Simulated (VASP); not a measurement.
Here is a VASP 6.6.1 calculation.

File POSCAR:

```
Sn
1.0
    0.0000000000      3.3829935737      3.1897192813
    3.3829935737      0.0000000000      3.1897192813
    3.3829935737      3.3829935737      0.0000000000
Sn
2
Direct
    0.0000000000      0.0000000000      0.0000000000
    0.2500000000      0.2500000000      0.2500000000
```

The input INCAR.step1:

```
PREC     = Accurate       # precision mode
ENCUT    = 520            # plane-wave cutoff, eV
ISMEAR   = -1             # smearing method
SIGMA    = 0.02           # smearing width, eV
LREAL    = False          # projectors in reciprocal space
LASPH    = True           # aspherical terms in the spheres
NELM     = 100            # most SCF steps
NBANDS   = 21             # bands
GGA      = PE             # functional
ALGO     = Normal         # electronic algorithm
EDIFF    = 1E-4           # SCF threshold, eV
LWAVE    = True           # write WAVECAR
LCHARG   = False          # write CHGCAR
```

File INCAR.step2:

```
PREC     = Accurate       # precision mode
ENCUT    = 520            # plane-wave cutoff, eV
EDIFF    = 1E-7           # SCF threshold, eV
ISMEAR   = -1             # smearing method
SIGMA    = 0.02           # smearing width, eV
LREAL    = False          # projectors in reciprocal space
LASPH    = True           # aspherical terms in the spheres
NELM     = 100            # most SCF steps
ALGO     = Normal         # electronic algorithm
ISIF     = 2              # what is computed and relaxed
LWAVE    = False          # write WAVECAR
LCHARG   = True           # write CHGCAR
METAGGA  = R2SCAN         # meta-GGA
LMIXTAU  = True         
LELF     = True           # ELF
LVHAR    = True         
NBANDS   = 21             # bands
ISTART   = 1
```

The input KPOINTS:

```
Automatic mesh
0
Gamma
  6 6 6
```

Potentials or basis: VASP PAW PBE potentials, release 64 (Sn_d).

The run is started by

```console
$ cat potpaw_PBE.64/Sn_d/POTCAR > POTCAR
$ cp INCAR.step1 INCAR
$ mpirun -np 1 vasp_std > vasp.out
$ cp INCAR.step2 INCAR
$ mpirun -np 1 vasp_std > vasp.out
```

**Question.** Predict the pressure.

**Answer.** -1.3 GPa.

Stress tensor (GPa, compression positive):
```
-1.89  0.00  0.00
 0.00 -1.89  0.00
 0.00  0.00 -0.02
```

Caveat: the cell differs from its parent crystal (epitaxial xy strain +3.0%); the PAW data sets were made with another functional, which shifts forces and pressure a little.
